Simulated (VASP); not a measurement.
# Rh (Fm-3m) in VASP: notebook

Aim: see how the results for Rh move with the level of theory and the settings. Levels: LDA, PBEsol. Tasks: elastic constants.

Program: VASP 6.6.1. These are calculated values, not measurements. Logs are shortened: lines on timing, memory, paths and dates and some standing lists are left out, and cuts for length are marked.

## Step 1: The cell of the first run

The structure is cubic, space group Fm-3m (No. 225). The conventional cell has a = 3.796 Å, b = 3.796 Å, c = 3.796 Å, α = 90.00°, β = 90.00°, γ = 90.00°. Rh (site symmetry m-3m) has 12 Rh at 2.68 Å within 3.5 Å.

## Step 2: Elastic constants, LDA

File INCAR:

```
SYSTEM = Rh
PREC = Accurate
ENCUT = 600
EDIFF = 1E-8
ISMEAR = -1
SIGMA = 0.05
LREAL = .FALSE.
LASPH = .TRUE.
NELM = 80
ALGO = Fast
ISIF = 3
LWAVE = .FALSE.
LCHARG = .TRUE.
GGA = CA
IBRION = 6
NFREE = 2
POTIM = 0.015
NSW = 1
```

File KPOINTS:

```
Automatic mesh
0
G
  9 9 9
  0 0 0
```

File POSCAR:

```
Rh
1.0
    0.0000000000      1.8978500000      1.8978500000
    1.8978500000      0.0000000000      1.8978500000
    1.8978500000      1.8978500000      0.0000000000
Rh
1
Direct
    0.0000000000      0.0000000000      0.0000000000
```

Potentials or basis: VASP PAW LDA potentials, release 64 (Rh_pv).

On the command line:

```sh
$ cat potpaw_LDA.64/Rh_pv/POTCAR > POTCAR
$ mpirun -np 1 vasp_std > vasp.out
```

OUTCAR:

```text
SYSTEM = Rh
   PREC = Accurate
   ENCUT = 600
   EDIFF = 1E-8
   ISMEAR = -1
   LREAL = .FALSE.
   LASPH = .TRUE.
   NELM = 80
   ISIF = 3
   GGA = CA
   IBRION = 6
   NFREE = 2
   POTIM = 0.015
   NSW = 1

 ion  position               nearest neighbor table
   1  0.000  0.000  0.000-

  LATTYP: Found a face centered cubic cell.
 ALAT       =     3.7957000000

  Lattice vectors:

 A1 = (   0.0000000000,   1.8978500000,   1.8978500000)
 A2 = (   1.8978500000,   0.0000000000,   1.8978500000)
 A3 = (   1.8978500000,   1.8978500000,   0.0000000000)

Analysis of symmetry for initial positions (statically):
=====================================================================
 Subroutine PRICEL returns:
 Original cell was already a primitive cell.

 Routine SETGRP: Setting up the symmetry group for a
 face centered cubic supercell.

 Subroutine GETGRP returns: Found 48 space group operations
 (whereof 48 operations were pure point group operations)
 out of a pool of 48 trial point group operations.

The static configuration has the point symmetry O_h .

Analysis of symmetry for dynamics (positions and initial velocities):
=====================================================================
 Subroutine PRICEL returns:
 Original cell was already a primitive cell.

 Routine SETGRP: Setting up the symmetry group for a
 face centered cubic supercell.

 Subroutine GETGRP returns: Found 48 space group operations
 (whereof 48 operations were pure point group operations)
 out of a pool of 48 trial point group operations.

The dynamic configuration has the point symmetry O_h .

 Subroutine INISYM returns: Found 48 space group operations
 (whereof 48 operations are pure point group operations),
 and found     1 'primitive' translations

----------------------------------------------------------------------------------------

[... 340 lines left out ...]
      5       8.6727      2.00000
      6       8.6727      2.00000
      7       8.6727      2.00000
      8      10.8036      2.00000
      9      10.8036      2.00000
     10      27.7706      0.00000
     11      32.1125      0.00000
[... 309 lines left out ...]
 k-point    24 :       0.4444    0.4444    0.0000
  band No.  band energies     occupation
      1     -35.0716      2.00000
      2     -34.6471      2.00000
      3     -34.6471      2.00000
      4       5.4970      2.00000
      5       5.8447      2.00000
      6      12.3126      0.00002
      7      12.6096      0.00000
      8      12.6096      0.00000
      9      14.3693      0.00000
     10      24.9083      0.00000
     11      25.4274      0.00000

 [... further k-points ...]

------------------------ aborting loop because EDIFF is reached ----------------------------------------

  FORCE on cell =-STRESS in cart. coord.  units (eV):
  Direction    XX          YY          ZZ          XY          YZ          ZX
  --------------------------------------------------------------------------------------
  -------------------------------------------------------------------------------------
  Total       -0.7638919     -0.7638919     -0.7638919      0.0000000      0.0000000      0.0000000
  in kB      -89.5213897    -89.5213897    -89.5213897      0.0000000      0.0000000      0.0000000
  external PRESSURE =     -89.5213897 kB  Pullay stress =       0.0000000 kB
[... 16 lines left out ...]
  FREE ENERGIE OF THE ION-ELECTRON SYSTEM (eV)
  ---------------------------------------------------
  free  energy   TOTEN  =        -8.6709618154 eV

  energy  without entropy=       -8.6621325393  energy(sigma->0) =       -8.66654718

 INTERNAL STRAIN TENSORS FROM STRAINED CELLS
 ============================================

 INTERNAL STRAIN TENSOR FOR ION    1 for displacements in x,y,z  (eV/Angst):
          X           Y           Z          XY          YZ          ZX
  --------------------------------------------------------------------------------
  x    -0.00000     0.00000     0.00000     0.00000     0.00000     0.00000
  y     0.00000     0.00000    -0.00000     0.00000    -0.00000     0.00000
  z     0.00000    -0.00000     0.00000    -0.00000     0.00000     0.00000

 INTERNAL STRAIN TENSORS FROM DISPLACED ATOMS
 ============================================

 INTERNAL STRAIN TENSOR FOR ION    1 for displacements in x,y,z  (eV/Angst):
          X           Y           Z          XY          YZ          ZX
  --------------------------------------------------------------------------------
  x     0.00000     0.00000     0.00000     0.00000     0.00000     0.00000
  y     0.00000     0.00000     0.00000     0.00000     0.00000     0.00000
  z     0.00000     0.00000     0.00000     0.00000     0.00000     0.00000

 Eigenvectors and eigenvalues of the dynamical matrix
 ----------------------------------------------------

   1 f/i=    0.000000 THz     0.000000 2PiTHz    0.000000 cm-1     0.000000 meV
             X         Y         Z           dx          dy          dz
      0.000000  0.000000  0.000000     1.000000    0.000000    0.000000

   2 f/i=    0.000000 THz     0.000000 2PiTHz    0.000000 cm-1     0.000000 meV
             X         Y         Z           dx          dy          dz
      0.000000  0.000000  0.000000     0.000000    1.000000    0.000000

   3 f/i=    0.000000 THz     0.000000 2PiTHz    0.000000 cm-1     0.000000 meV
             X         Y         Z           dx          dy          dz
      0.000000  0.000000  0.000000     0.000000    0.000000    1.000000

--------------------------------------------------------------------------------------------------------

 ELASTIC MODULI CONTR FROM IONIC RELAXATION (kBar)
 Direction    XX          YY          ZZ          XY          YZ          ZX
 --------------------------------------------------------------------------------
 XX           0.0000      0.0000      0.0000      0.0000      0.0000      0.0000
 YY           0.0000      0.0000      0.0000      0.0000      0.0000      0.0000
 ZZ           0.0000      0.0000      0.0000      0.0000      0.0000      0.0000
 XY           0.0000      0.0000      0.0000      0.0000      0.0000      0.0000
 YZ           0.0000      0.0000      0.0000      0.0000      0.0000      0.0000
 ZX           0.0000      0.0000      0.0000      0.0000      0.0000      0.0000
 --------------------------------------------------------------------------------

 TOTAL ELASTIC MODULI (kBar)
 Direction    XX          YY          ZZ          XY          YZ          ZX
 --------------------------------------------------------------------------------
 XX        4677.8919   1852.2037   1852.2037      0.0000      0.0000     -0.0000
 YY        1852.2037   4677.8919   1852.2037      0.0000      0.0000     -0.0000
 ZZ        1852.2037   1852.2037   4677.8919      0.0000      0.0000     -0.0000
 XY           0.0000      0.0000      0.0000   2111.4057     -0.0000      0.0000
 YZ           0.0000      0.0000      0.0000     -0.0000   2111.4057     -0.0000
 ZX          -0.0000     -0.0000     -0.0000      0.0000     -0.0000   2111.4057
 --------------------------------------------------------------------------------
```

OSZICAR:

```text
N       E                     dE             d eps       ncg     rms          rms(c)
DAV:   1     0.124199725478E+03    0.12420E+03   -0.10110E+04   770   0.163E+03
DAV:   2    -0.764559889513E+01   -0.13185E+03   -0.12544E+03   791   0.409E+02
DAV:   3    -0.925273476492E+01   -0.16071E+01   -0.16004E+01   896   0.514E+01
[... 201 lines left out ...]
RMM:   6    -0.867096076276E+01   -0.19597E-04   -0.19590E-04   975   0.128E-01    0.198E-03
RMM:   7    -0.867096166026E+01   -0.89750E-06   -0.10031E-05   817   0.332E-02    0.619E-04
RMM:   8    -0.867096178757E+01   -0.12731E-06   -0.13148E-06   881   0.136E-02    0.601E-04
RMM:   9    -0.867096181167E+01   -0.24100E-07   -0.24236E-07   697   0.573E-03    0.803E-04
RMM:  10    -0.867096181537E+01   -0.36976E-08   -0.71490E-08   572   0.323E-03
  15 F= -.86709618E+01 E0= -.86665472E+01  d E =-.882928E-02
```

stdout:

```text
POSCAR found type information on POSCAR Rh
 POSCAR found :  1 types and       1 ions
 scaLAPACK will be used
 LDA part: xc-table for (Slater(with rela. corr.)+CA(PZ))
 , standard interpolation
 POSCAR, INCAR and KPOINTS ok, starting setup
 FFT: planning ... GRIDC
 FFT: planning ... GRID_SOFT
 FFT: planning ... GRID
 WAVECAR not read
 entering main loop
 Found     1 degrees of freedom:
 Adding 6 more for cell shape distortion
 Finite differences POTIM= 0.01500 DOF=   7
 bond charge predicted
 Finite differences progress:
 bond charge predicted
 Finite differences progress:
 bond charge predicted
 Finite differences progress:
 bond charge predicted
 Finite differences progress:
 bond charge predicted
 Finite differences progress:
 bond charge predicted
 Finite differences progress:
 bond charge predicted
 Finite differences progress:
 bond charge predicted
 Finite differences progress:
 bond charge predicted
 Finite differences progress:
 bond charge predicted
 Finite differences progress:
 bond charge predicted
 Finite differences progress:
 bond charge predicted
 Finite differences progress:
 bond charge predicted
 Finite differences progress:
 bond charge predicted
 Finite differences progress:
```

It took 1.8 min on 1 thread of Intel Xeon 6975P-C (Granite Rapids), shared host; peak memory 0.2 GiB.

Results:

```
Elastic constants C11, C12, C44 : 468, 185, 211 GPa
Voigt bulk modulus              : 279 GPa
```

Elastic tensor in Voigt notation (GPa, in the Cartesian axes of the cell as first typed):
```
468 185 185   0   0   0
185 468 185   0   0   0
185 185 468   0   0   0
  0   0   0 211   0   0
  0   0   0   0 211   0
  0   0   0   0   0 211
```

Clamped-ion elastic tensor (GPa):
```
468 185 185   0   0   0
185 468 185   0   0   0
185 185 468   0   0   0
  0   0   0 211   0   0
  0   0   0   0 211   0
  0   0   0   0   0 211
```

Caveat: the cell is under stress, which shifts elastic constants.

## Step 3: Elastic constants, PBEsol

File INCAR:

```
ALGO = Fast
EDIFF = 1E-8
ENCUT = 600
GGA = PS
IBRION = 6
ISIF = 3
ISMEAR = -1
LASPH = T
LCHARG = T
LREAL = F
LWAVE = F
NBANDS = 14
NELM = 80
NFREE = 2
NSW = 1
POTIM = 0.015
PREC = Accurate
SIGMA = 0.05
```

File KPOINTS:

```
k-points
0
Gamma
  9 9 9
```

POSCAR is that of step 2.

Potentials or basis: VASP PAW PBE potentials, release 64 (Rh_pv).

On the command line:

```sh
$ cat potpaw_PBE.64/Rh_pv/POTCAR > POTCAR
$ mpirun -np 1 vasp_std > vasp.out
```

OUTCAR:

```text
EDIFF = 1E-8
   ENCUT = 600
   GGA = PS
   IBRION = 6
   ISIF = 3
   ISMEAR = -1
   LASPH = T
   LREAL = F
   NELM = 80
   NFREE = 2
   NSW = 1
   POTIM = 0.015
   PREC = Accurate

 ion  position               nearest neighbor table
   1  0.000  0.000  0.000-

  LATTYP: Found a face centered cubic cell.
 ALAT       =     3.7957000000

  Lattice vectors:

 A1 = (   0.0000000000,   1.8978500000,   1.8978500000)
 A2 = (   1.8978500000,   0.0000000000,   1.8978500000)
 A3 = (   1.8978500000,   1.8978500000,   0.0000000000)

Analysis of symmetry for initial positions (statically):
[... 33 lines left out ...]
                                     Primitive cell

[... 779 lines left out ...]
  x     0.00000     0.00000    -0.00000     0.00000     0.00000    -0.00000
  y     0.00000    -0.00000     0.00000    -0.00000    -0.00000     0.00000
  z    -0.00000    -0.00000     0.00000     0.00000    -0.00000     0.00000

 INTERNAL STRAIN TENSORS FROM DISPLACED ATOMS
 ============================================

 INTERNAL STRAIN TENSOR FOR ION    1 for displacements in x,y,z  (eV/Angst):
          X           Y           Z          XY          YZ          ZX
  --------------------------------------------------------------------------------
  x     0.00000     0.00000     0.00000     0.00000     0.00000     0.00000
  y     0.00000     0.00000     0.00000     0.00000     0.00000     0.00000
  z     0.00000     0.00000     0.00000     0.00000     0.00000     0.00000

 Eigenvectors and eigenvalues of the dynamical matrix
 ----------------------------------------------------

   1 f/i=    0.000000 THz     0.000000 2PiTHz    0.000000 cm-1     0.000000 meV
             X         Y         Z           dx          dy          dz
      0.000000  0.000000  0.000000     0.501036   -0.865426    0.000000

   2 f/i=    0.000000 THz     0.000000 2PiTHz    0.000000 cm-1     0.000000 meV
             X         Y         Z           dx          dy          dz
      0.000000  0.000000  0.000000    -0.865426   -0.501036    0.000000

   3 f/i=    0.000000 THz     0.000000 2PiTHz    0.000000 cm-1     0.000000 meV
             X         Y         Z           dx          dy          dz
      0.000000  0.000000  0.000000     0.000000    0.000000    1.000000

--------------------------------------------------------------------------------------------------------

 ELASTIC MODULI CONTR FROM IONIC RELAXATION (kBar)
 Direction    XX          YY          ZZ          XY          YZ          ZX
 --------------------------------------------------------------------------------
 XX           0.0000      0.0000      0.0000      0.0000      0.0000      0.0000
 YY           0.0000      0.0000      0.0000      0.0000      0.0000      0.0000
 ZZ           0.0000      0.0000      0.0000      0.0000      0.0000      0.0000
 XY           0.0000      0.0000      0.0000      0.0000      0.0000      0.0000
 YZ           0.0000      0.0000      0.0000      0.0000      0.0000      0.0000
 ZX           0.0000      0.0000      0.0000      0.0000      0.0000      0.0000
 --------------------------------------------------------------------------------

 TOTAL ELASTIC MODULI (kBar)
 Direction    XX          YY          ZZ          XY          YZ          ZX
 --------------------------------------------------------------------------------
 XX        4716.8898   1867.2183   1867.2183      0.0000      0.0000     -0.0000
 YY        1867.2183   4716.8898   1867.2183      0.0000      0.0000      0.0000
 ZZ        1867.2183   1867.2183   4716.8898      0.0000      0.0000     -0.0000
 XY           0.0000      0.0000      0.0000   2159.8214     -0.0000      0.0000
 YZ           0.0000      0.0000      0.0000     -0.0000   2159.8214      0.0000
 ZX          -0.0000      0.0000     -0.0000      0.0000      0.0000   2159.8214
 --------------------------------------------------------------------------------
```

OSZICAR:

```text
N       E                     dE             d eps       ncg     rms          rms(c)
DAV:   1     0.126681924146E+03    0.12668E+03   -0.92429E+03   980   0.127E+03
DAV:   2    -0.720345133876E+01   -0.13389E+03   -0.12829E+03  1082   0.359E+02
DAV:   3    -0.878273733486E+01   -0.15793E+01   -0.15766E+01  1136   0.427E+01
[... 200 lines left out ...]
RMM:   6    -0.813486886188E+01   -0.23308E-05   -0.26748E-05   980   0.632E-02    0.144E-03
RMM:   7    -0.813486954419E+01   -0.68231E-06   -0.67689E-06   979   0.303E-02    0.284E-04
RMM:   8    -0.813486970605E+01   -0.16186E-06   -0.14617E-06   943   0.136E-02    0.277E-04
RMM:   9    -0.813486974781E+01   -0.41758E-07   -0.40451E-07   721   0.672E-03    0.212E-04
RMM:  10    -0.813486975669E+01   -0.88785E-08   -0.90440E-08   660   0.317E-03
  15 F= -.81348698E+01 E0= -.81304482E+01  d E =-.884303E-02
```

It took 2.8 min on 1 thread of Intel Xeon 6975P-C (Granite Rapids), shared host; peak memory 0.21 GiB.

What came out:

```
Elastic constants C11, C12, C44 : 472, 187, 216 GPa
Voigt bulk modulus              : 282 GPa
```

Elastic tensor in Voigt notation (GPa, in the Cartesian axes of the cell as first typed):
```
472 187 187   0   0   0
187 472 187   0   0   0
187 187 472   0   0   0
  0   0   0 216   0   0
  0   0   0   0 216   0
  0   0   0   0   0 216
```

Clamped-ion elastic tensor (GPa):
```
472 187 187   0   0   0
187 472 187   0   0   0
187 187 472   0   0   0
  0   0   0 216   0   0
  0   0   0   0 216   0
  0   0   0   0   0 216
```

Caveat: the cell is under stress, which shifts elastic constants; the PAW data sets were made with another functional, which shifts forces and pressure a little.
